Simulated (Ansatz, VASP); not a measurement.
MgO in VASP and in Ansatz

```
Mg O
1.0
     3.25534    0.00000    0.00000
    -1.62767    2.81920    0.00000
     0.00000    0.00000   10.41495
Mg O
4 4
Direct
  0.33333 0.66667 0.96960
  0.00000 0.00000 0.22095
  0.00000 0.00000 0.72095
  0.66667 0.33333 0.46960
  0.33333 0.66667 0.77992
  0.88020 0.00000 0.59195
  0.00000 0.00000 0.02954
  0.66667 0.33333 0.27992
```

Alike in both runs: task single point; functional PBEsol; k mesh 9 × 9 × 4; occupations gaussian, width 0.05 eV; no spin polarisation.

|  | VASP | Ansatz |
| --- | --- | --- |
| version | VASP 6.6.1 | Ansatz 0.2.0 |
| potentials or method | VASP PAW PBE potentials, release 64 (Mg, O), cutoff 520 eV | scalar-relativistic, plane waves, PAW |
| valence electrons in the cell | 32 | 64 |

```csv
,VASP,Ansatz,Ansatz less VASP
gap on the k mesh at the Fermi level (eV),0.72,0.79,+0.075
least direct gap on the mesh (eV),0.72,0.79,+0.075
pressure (GPa),18.0,16.5,-1.48
"traceless stress, the component that is largest in VASP (GPa)",31.49,28.67,-2.815
rms of the force components (eV/Å),7.816,7.205,-0.6112
```

VASP's potentials were made for PBE, not for PBEsol, and Ansatz warns of the same on its side. Atom by atom the forces differ by 0.617 eV/Å (rms over components). VASP's potentials hold 32 valence electrons a cell and Ansatz's 64, so a difference there can come from the potentials and not from the codes.
